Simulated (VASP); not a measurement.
Write the native input for VASP 6.6.1 that does the following.

* Task: relaxation of cell and atoms
* Functional: PBE
* Potentials or basis: VASP PAW PBE potentials, release 64 (Be, Cd, O)
* Cutoff: 600 eV
* k mesh: 4 × 3 × 3
* Occupations: gaussian, width 0.15 eV
* Spin: no spin polarisation
* Dipole correction: no
* Further INCAR settings: ALGO = Normal; EDIFF = 1e-07; IBRION = 2; EDIFFG = -0.08; NSW = 36; ISIF = 3

The structure of Be2CdO3 lies in POSCAR:

```
Be2CdO3
1.0
    3.0552353700      0.0000000000      0.0000000000
    0.0000000000      4.5859396600      0.0000000000
   -0.4232041400      0.0000000000      4.5205202700
Be Cd O
2 1 3
Direct
    0.5000000000      0.8315464800      0.0000000000
    0.5000000000      0.1684535200      0.0000000000
    0.5000000000      0.5000000000      0.5000000000
    0.5000000000      0.5000000000      0.0000000000
    0.0000000000      0.0000000000      0.5000000000
    0.0000000000      0.5000000000      0.5000000000
```

The cell was built from a structure type or drawn by symmetry, and may not be a known phase.

The input as run:

INCAR

```
  PREC = Accurate
  ENCUT = 600
  EDIFF = 1E-7
  ISMEAR = 0
  SIGMA = 0.15
  LREAL = F
  LASPH = T
  NELM = 120
  ALGO = Normal
  ISIF = 3
  LWAVE = F
  LCHARG = F
  GGA = PE
  IBRION = 2
  NSW = 36
  EDIFFG = -0.08
  GGA_COMPAT = F
  NELMIN = 4
```

KPOINTS

```
Automatic mesh
0
Gamma
  4 3 3
```

Potentials or basis: VASP PAW PBE potentials, release 64 (Be, Cd, O).

Command:

```sh
$ cat potpaw_PBE.64/Be/POTCAR potpaw_PBE.64/Cd/POTCAR potpaw_PBE.64/O/POTCAR > POTCAR
$ mpirun -np 1 vasp_std > vasp.out
```

Results of the run:

The relaxed volume is 16.18 Å³/atom. The relaxed cell is a = 3.938 Å, b = 4.787 Å, c = 5.244 Å, α = 90.00°, β = 100.96°, γ = 90.00° and the space group after relaxing (to 0.1 Å) is P2/m (No. 10). The energy gained by relaxing is 1881.5 meV/atom and the ionic steps are 15. The pressure after relaxing is 0.1 GPa, the largest force after relaxing is 0.070 eV/Å and the band gap on the k mesh is zero (bands 17 and 18 overlap by 0.34 eV).

Caveat: the k points lie up to 0.44 Å⁻¹ apart in the final cell; the volume moved by over 15 % at a fixed basis, so the end points are rough; semilocal functionals underestimate gaps, so a narrow gap can read as zero; the relaxation stopped at a loose force limit of 0.08 eV/Å, so its end isn't a converged minimum.

Run time: 7.2 min on 1 thread of Intel Xeon 8259CL, on a shared host, peak memory 0.2 GiB.
